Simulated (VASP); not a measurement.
Crystal: HfC.

```
Hf C
1.0
     0.00000    2.32500    2.32500
     2.32500    0.00000    2.32500
     2.32500    2.32500    0.00000
Hf C
1 1
Direct
  0.50000 0.50000 0.50000
  0.00000 0.00000 0.00000
```

Base run:

```yaml
Program: VASP 6.6.1
Functional: BLYP
Potentials_or_basis: VASP PAW PBE potentials, release 64 (Hf_pv, C)
Cutoff: 600 eV
k_mesh: 11 × 11 × 11
Occupations: fermi-dirac, width 0.1 eV
Spin: no spin polarisation
```

Its results: band gap on the k mesh zero (bands 7 and 8 overlap by 1.38 eV); pressure 7.5 GPa.

Problem. The run is repeated on the same cell with these changes: functional from BLYP to revPBE. What comes out?

Solution. Band gap on the k mesh zero (bands 7 and 8 overlap by 1.42 eV); pressure 2.4 GPa.

Caveats: the PAW data sets were made with another functional, which shifts forces and pressure a little; spin-orbit coupling is left out, which moves the levels of the heavy elements; the cell stands under pressure (at least some runs).
